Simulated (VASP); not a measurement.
# Mg2Si3N (P-6m2) in VASP: a series of runs, part 2 of 2

VASP 6.6.1. The steps go on from the part before.

## Step 3: Single point, PBE, collinear spin, ferromagnetic start

Contents of INCAR:

```
SYSTEM = Mg2Si3N
ALGO = Normal
EDIFF = 1E-6
ENCUT = 520
GGA = PE
ISIF = 2
ISMEAR = 0
ISPIN = 2
LASPH = .True.
LCHARG = .False.
LORBIT = 11
LREAL = .False.
LWAVE = .False.
MAGMOM = 0 0 0 0 0 1
NBANDS = 24
NELM = 150
PREC = Accurate
SIGMA = 0.1
```

Contents of KPOINTS:

```
k-points
0
Gamma
  6 6 4
  0 0 0
```

Contents of POSCAR:

```
Mg2Si3N
1.0
    3.7127786100      0.0000000000      0.0000000000
   -1.8563893100      3.2153606000      0.0000000000
    0.0000000000      0.0000000000      7.3291148600
Mg Si N
2 3 1
Direct
    0.3333333300      0.6666666700      0.7520078400
    0.3333333300      0.6666666700      0.2479921600
    0.6666666700      0.3333333300      0.0000000000
    0.0000000000      0.0000000000      0.5000000000
    0.0000000000      0.0000000000      0.0000000000
    0.6666666700      0.3333333300      0.5000000000
```

Potentials or basis: VASP PAW PBE potentials, release 64 (Mg, Si, N).

Launch:

```
cat potpaw_PBE.64/Mg/POTCAR potpaw_PBE.64/Si/POTCAR potpaw_PBE.64/N/POTCAR > POTCAR
mpirun -np 1 vasp_std > vasp.out
```

OUTCAR:

```text
SYSTEM = Mg2Si3N
   EDIFF = 1E-6
   ENCUT = 520
   GGA = PE
   ISIF = 2
   ISMEAR = 0
   ISPIN = 2
   LASPH = .True.
   LORBIT = 11
   LREAL = .False.
   NELM = 150
   PREC = Accurate

 ion  position               nearest neighbor table
   1  0.333  0.667  0.752-   3 2.81   5 2.81   3 2.81   5 2.81   5 2.81   3 2.81   4 2.83   4 2.83
                             4 2.83   2 3.64
   2  0.333  0.667  0.248-   3 2.81   5 2.81   3 2.81   5 2.81   5 2.81   3 2.81   4 2.83   4 2.83
                             4 2.83   1 3.64
   3  0.667  0.333  0.000-   5 2.14   5 2.14   5 2.14   2 2.81   1 2.81   2 2.81   1 2.81   1 2.81
                             2 2.81
   4  0.000  0.000  0.500-   6 2.14   6 2.14   6 2.14   1 2.83   2 2.83   1 2.83   2 2.83   1 2.83
                             2 2.83
   5  0.000  0.000  0.000-   3 2.14   3 2.14   3 2.14   1 2.81   2 2.81   1 2.81   2 2.81   1 2.81
                             2 2.81
   6  0.667  0.333  0.500-   4 2.14   4 2.14   4 2.14

  LATTYP: Found a hexagonal cell.
 ALAT       =     3.7127786100
 C/A-ratio  =     1.9740242093

  Lattice vectors:

 A1 = (   3.7127786100,   0.0000000000,   0.0000000000)
 A2 = (  -1.8563893100,   3.2153606000,   0.0000000000)
 A3 = (   0.0000000000,   0.0000000000,   7.3291148600)

Analysis of symmetry for initial positions (statically):
=====================================================================
 Subroutine PRICEL returns:
 Original cell was already a primitive cell.

 Routine SETGRP: Setting up the symmetry group for a
 hexagonal supercell.

 Subroutine GETGRP returns: Found 12 space group operations
 (whereof 12 operations were pure point group operations)
 out of a pool of 24 trial point group operations.

The static configuration has the point symmetry D_3h.

Analysis of symmetry for dynamics (positions and initial velocities):
=====================================================================
 Subroutine PRICEL returns:
 Original cell was already a primitive cell.

 Routine SETGRP: Setting up the symmetry group for a
 hexagonal supercell.

 Subroutine GETGRP returns: Found 12 space group operations
 (whereof 12 operations were pure point group operations)
 out of a pool of 24 trial point group operations.

The dynamic configuration has the point symmetry D_3h.

Analysis of structural, dynamic, and magnetic symmetry:
=====================================================================
 Subroutine PRICEL returns:
 Original cell was already a primitive cell.

 Routine SETGRP: Setting up the symmetry group for a
 hexagonal supercell.

 Subroutine GETGRP returns: Found 12 space group operations
 (whereof 12 operations were pure point group operations)
 out of a pool of 24 trial point group operations.

The overall configuration has the point symmetry D_3h.

 Subroutine INISYM returns: Found 12 space group operations
 (whereof 12 operations are pure point group operations),
 and found     1 'primitive' translations

----------------------------------------------------------------------------------------

                                     Primitive cell

  volume of cell :      87.4944

  direct lattice vectors                    reciprocal lattice vectors
[... 98 lines left out ...]
   ISYM   =      2    0-nonsym 1-usesym 2-fastsym
   POTIM  = 0.5000    time-step for ionic-motion
   TEBEG  =    0.0;   TEEND  =   0.0 temperature during run
   PSTRESS=    0.0 pullay stress
   NELECT =      21.0000    total number of electrons
   NUPDOWN=      -1.0000    fix difference up-down
   EMIN   =  10.00;   EMAX   =-10.00  energy-range for DOS
   EFERMI =   0.00;   METHOD = LEGACY
   ISMEAR =     0;   SIGMA  =   0.10  broadening in eV -4-tet -1-fermi 0-gaus
   EFERMI_NEDOS =   21; number of points for ismear=-14 and -15
   IALGO  =     38    algorithm
   IMIX   =      4    mixing-type and parameters
     AMIX     =   0.40;   BMIX     =  1.00
     AMIX_MAG =   1.60;   BMIX_MAG =  1.00
  volume/ion in A,a.u.               =      14.58        98.41
  Fermi-wavevector in a.u.,A,eV,Ry     =   1.017391  1.922590 14.083176  1.035084
  Thomas-Fermi vector in A             =   2.150789
   LORBIT       =     11    0 simple, 1 ext, 2 COOP (PROOUT), +10 PAW based schemes
   GGA     = PE    functional components
   LHFCALC =     F    Hartree Fock is set to
   AEXX    =    0.0000 exact exchange contribution
   IVDW    =     0    specifies the selected vdW correction
   LEPSILON=     F    determine dielectric tensor
   LRPA    =     F    only Hartree local field effects (RPA)
 spin polarized calculation
 Gauss-broadening in eV      SIGMA  =   0.10
  energy-cutoff  :      520.00
  volume of cell :       87.49
 maximum number of plane-waves:      2378
 NGX is ok and might be reduce to    28
   NGX = 13   NGY = 13   NGZ = 27

 number of electron      20.9999998 magnetization      -0.0002372

 number of electron      20.9999998 magnetization       0.0001814

 Free energy of the ion-electron system (eV)
  ---------------------------------------------------
  ext. energy  EPLUGINS =         0.00000000
  ---------------------------------------------------
  free energy    TOTEN  =       -24.46257881 eV

  energy without entropy =      -24.45107263  energy(sigma->0) =      -24.45682572

 E-fermi :   7.2146     XC(G=0): -10.3253

 val. band max:        7.1408087334   @ k =   0.1667   0.1667   0.5000
 cond. band min:       7.2301770153   @ k =   0.3333   0.1667   0.2500
 fundamental gap:      0.0893682819
 Fermi energy:         7.2145868216

 spin component 1

 k-point     1 :       0.0000    0.0000    0.0000
  band No.  band energies     occupation
      1      -8.4124      1.00000
      2      -6.2709      1.00000
      3      -0.2953      1.00000
      4       2.2928      1.00000
      5       3.2498      1.00000
      6       3.2498      1.00000
[... 514 lines left out ...]
     21      16.2208      0.00000
     22      16.3568      0.00000
 Fermi energy:         7.2145868216

 spin component 2

 k-point     1 :       0.0000    0.0000    0.0000
  band No.  band energies     occupation
      1      -8.4123      1.00000
      2      -6.2709      1.00000
      3      -0.2952      1.00000
      4       2.2929      1.00000
      5       3.2498      1.00000
      6       3.2498      1.00000
[... 514 lines left out ...]
     21      16.2208      0.00000
     22      16.3568      0.00000
 [bands above 22 left out]

------------------------ aborting loop because EDIFF is reached ----------------------------------------

  FORCE on cell =-STRESS in cart. coord.  units (eV):
  Direction    XX          YY          ZZ          XY          YZ          ZX
  --------------------------------------------------------------------------------------
  -------------------------------------------------------------------------------------
  Total        6.8907144      6.8907144      4.0294843     -0.0000000     -0.0000000      0.0000000
  in kB      126.1811736    126.1811740     73.7869877     -0.0000002     -0.0000000      0.0000000
  external PRESSURE =     108.7164451 kB  Pullay stress =       0.0000000 kB

 VOLUME and BASIS-vectors are now :
 -----------------------------------------------------------------------------
  energy-cutoff  :      520.00
  volume of cell :       87.49
      direct lattice vectors                 reciprocal lattice vectors
     3.712778610  0.000000000  0.000000000     0.269340056  0.155503554  0.000000000
    -1.856389310  3.215360600  0.000000000     0.000000000  0.311007108  0.000000000
     0.000000000  0.000000000  7.329114860     0.000000000  0.000000000  0.136442124

 POSITION                                       TOTAL-FORCE (eV/Angst)
 -----------------------------------------------------------------------------------
     -0.00000      2.14357      5.51155        -0.000000     -0.000000     -0.860237
     -0.00000      2.14357      1.81756        -0.000000      0.000000      0.860237
      1.85639      1.07179      0.00000        -0.000000     -0.000000      0.000000
      0.00000      0.00000      3.66456         0.000000     -0.000000      0.000000
      0.00000      0.00000      0.00000        -0.000000     -0.000000      0.000000
      1.85639      1.07179      3.66456        -0.000000     -0.000000      0.000000
 -----------------------------------------------------------------------------------
    total drift:                               -0.000015      0.000009      0.000000

  FREE ENERGIE OF THE ION-ELECTRON SYSTEM (eV)
  ---------------------------------------------------
  free  energy   TOTEN  =       -24.4625788144 eV

  energy  without entropy=      -24.4510726341  energy(sigma->0) =      -24.45682572

 total charge

# of ion       s       p       d       tot
------------------------------------------
    1        0.176   0.129   0.038   0.343
    2        0.176   0.129   0.038   0.343
    3        0.782   1.059   0.000   1.841
    4        0.825   0.714   0.000   1.539
    5        0.788   1.009   0.000   1.797
    6        1.344   2.174   0.000   3.517
--------------------------------------------------
tot          4.091   5.214   0.076   9.381

 magnetization (x)

# of ion       s       p       d       tot
------------------------------------------
    1        0.000   0.000   0.000   0.000
    2        0.000   0.000   0.000   0.000
    3       -0.000  -0.000   0.000  -0.000
    4        0.000   0.000   0.000   0.000
    5        0.000   0.000   0.000   0.000
    6        0.000  -0.000   0.000  -0.000
--------------------------------------------------
tot          0.000   0.000   0.000   0.000
```

Wall time 69 s (1 thread of Intel Xeon Platinum 8488C (Sapphire Rapids), shared host); peak memory 0.27 GiB.

What came out:

- Free energy: -24.4626 eV
- Pressure: 10.9 GPa
- Largest force: 0.860 eV/Å
- Net moment: 0.00 μB per cell
- Valence electrons inside the program's atomic spheres: Mg 0.34; Si 1.84, 1.54, 1.80; N 3.52

Forces in eV/Å, atoms in the order of the input:
```
Mg   0.000  0.000 -0.860
Mg   0.000  0.000  0.860
Si   0.000  0.000  0.000
Si   0.000  0.000  0.000
Si   0.000  0.000  0.000
N    0.000  0.000  0.000
```

Stress tensor (GPa, compression positive):
```
12.62  0.00  0.00
 0.00 12.62  0.00
 0.00  0.00  7.38
```

Levels at points of the mesh, in eV from the Fermi level:
Spin up:
```csv
k point,band 6,band 7,band 8,band 9,band 10,band 11,band 12,band 13,band 14,band 15
"(0.00, 0.00, 0.00)",-3.96,-3.52,-2.73,-2.73,0.52,0.52,0.98,1.68,1.85,2.20
"(0.50, 0.00, 0.00)",-4.89,-4.49,-3.53,-2.39,-1.74,-1.24,0.85,1.86,2.99,3.42
"(0.00, 0.00, 0.50)",-3.95,-3.95,-2.76,-2.76,0.56,0.56,0.69,1.87,2.05,2.05
"(0.50, 0.00, 0.50)",-4.59,-3.89,-3.62,-2.36,-1.71,-1.63,-1.31,2.91,3.37,3.39
```
Spin down:
| k point | band 8 | band 9 | band 10 | band 11 | band 12 | band 13 |
| --- | --- | --- | --- | --- | --- | --- |
| (0.00, 0.00, 0.00) | -2.73 | -2.73 | 0.52 | 0.52 | 0.98 | 1.68 |
| (0.50, 0.00, 0.00) | -3.53 | -2.39 | -1.74 | -1.24 | 0.85 | 1.86 |
| (0.00, 0.00, 0.50) | -2.76 | -2.76 | 0.56 | 0.56 | 0.69 | 1.87 |
| (0.50, 0.00, 0.50) | -3.62 | -2.36 | -1.71 | -1.63 | -1.31 | 2.91 |

## Step 4: Relaxation of cell and atoms, PBE

This run uses another cell than the first one, of 16.43 Å³/atom, 1.126 times its volume.

Contents of INCAR:

```
SYSTEM = Mg2Si3N
PREC = Accurate
ENCUT = 600
EDIFF = 1E-6
ISMEAR = 0
SIGMA = 0.1
LREAL = .FALSE.
LASPH = .TRUE.
NELM = 80
ALGO = Normal
ISIF = 3
LWAVE = .FALSE.
LCHARG = .FALSE.
GGA = PE
IBRION = 2
NSW = 100
EDIFFG = -0.01
```

Contents of KPOINTS:

```
Automatic mesh
0
G
  12 12 6
  0 0 0
```

Contents of POSCAR:

```
Mg2Si3N
1.0
    3.8152789958      0.0000000000      0.0000000000
   -1.9076394979      3.3041285329      0.0000000000
    0.0000000000      0.0000000000      7.8183405620
Mg Si N
2 3 1
Direct
    0.3333333333      0.6666666667      0.7275727528
    0.3333333333      0.6666666667      0.2724272472
    0.6666666667      0.3333333333      0.0000000000
    0.0000000000      0.0000000000      0.5000000000
    0.0000000000      0.0000000000      0.0000000000
    0.6666666667      0.3333333333      0.5000000000
```

Launch:

```
cat potpaw_PBE.64/Mg/POTCAR potpaw_PBE.64/Si/POTCAR potpaw_PBE.64/N/POTCAR > POTCAR
mpirun -np 1 vasp_std > vasp.out
```

Run time: 7.7 min. Hardware: 1 thread of Intel Xeon Platinum 8488C (Sapphire Rapids), shared host; peak memory 0.34 GiB.

Results (log left out):

```yaml
Free_energy: -24.7965 eV
Relaxed_volume: 16.30 Å³/atom
Relaxed_cell: a = 3.848 Å, b = 3.848 Å, c = 7.627 Å, α = 90.00°, β = 90.00°, γ = 120.00°
Space_group_after_relaxing_to_0.05_Å: P-6m2 (No. 187)
Energy_gained_by_relaxing: 2.3 meV/atom
Ionic_steps: 9
Pressure_after_relaxing: 0.0 GPa
Largest_force_after_relaxing: 0.003 eV/Å
```

Forces on the atoms (eV/Å):
```
Mg   0.000  0.000  0.003
Mg   0.000  0.000 -0.003
Si   0.000  0.000  0.000
Si   0.000  0.000  0.000
Si   0.000  0.000  0.000
N    0.000  0.000  0.000
```

The path:
```
step  energy change (eV)  largest force (eV/Å)  pressure (GPa)  volume (Å³)
   1              0.0000                0.1279            0.45        98.56
   2             -0.0056                0.0973           -0.35        99.22
   3             -0.0060                0.0880           -0.63        99.46
   4             -0.0102                0.0724           -0.36        98.84
   5             -0.0134                0.0430            0.20        97.66
   6             -0.0138                0.0210           -0.06        97.86
   7             -0.0138                0.0221           -0.04        97.84
   8             -0.0140                0.0103            0.00        97.81
   9             -0.0140                0.0032            0.02        97.78
```

Final structure:
```cif
data_structure
_symmetry_space_group_name_H-M 'P 1'
_symmetry_Int_Tables_number 1
_cell_length_a 3.8476
_cell_length_b 3.8476
_cell_length_c 7.6268
_cell_angle_alpha 90.000
_cell_angle_beta 90.000
_cell_angle_gamma 120.000
_cell_volume 97.78
loop_
_atom_site_label
_atom_site_type_symbol
_atom_site_fract_x
_atom_site_fract_y
_atom_site_fract_z
_atom_site_occupancy
Mg1 Mg 0.33333 0.66667 0.73305 1
Mg2 Mg 0.33333 0.66667 0.26695 1
Si1 Si 0.66667 0.33333 0.00000 1
Si2 Si 0.00000 0.00000 0.50000 1
Si3 Si 0.00000 0.00000 0.00000 1
N1 N 0.66667 0.33333 0.50000 1
```

Levels at points of the mesh, in eV from the Fermi level:
```csv
k point,band 8,band 9,band 10,band 11,band 12,band 13,band 14
"(0.00, 0.00, 0.00)",-2.48,-2.48,0.68,0.88,0.88,0.96,1.45
"(0.50, 0.00, 0.00)",-3.23,-2.75,-1.61,-1.06,0.62,1.50,3.10
"(0.00, 0.00, 0.50)",-2.50,-2.50,0.37,0.99,0.99,1.19,1.49
"(0.50, 0.00, 0.50)",-3.47,-2.33,-1.78,-1.57,-1.23,2.32,2.97
```

## Step 5: Overview

| task | spin | cell | k mesh | cutoff (eV) | gap on the mesh (eV) | pressure (GPa) | relaxed volume (Å³/atom) | largest force (eV/Å) |
| --- | --- | --- | --- | --- | --- | --- | --- | --- |
| relaxation of cell and atoms | off | relaxed from a = 3.713, b = 3.713, c = 7.329 Å, angles 90.0, 90.0, 120.0°, 6 atoms | 6 × 6 × 4 | 600 | none | 0.3 | 16.38 | 0.02 |
| single point | collinear, ferromagnetic start | a = 3.713, b = 3.713, c = 7.329 Å, angles 90.0, 90.0, 120.0°, 6 atoms | 6 × 6 × 4 | 520 | none | 10.9 | - | 0.86 |
| relaxation of cell and atoms | off | relaxed from a = 3.815, b = 3.815, c = 7.818 Å, angles 90.0, 90.0, 120.0°, 6 atoms | 12 × 12 × 6 | 600 | none | 0.0 | 16.30 | - |

Alike in all rows: level PBE; potentials or basis VASP PAW PBE potentials, release 64 (Mg, Si, N); smearing gaussian 0.1 eV.

Absolute energies hang on the potentials; compare differences alone.
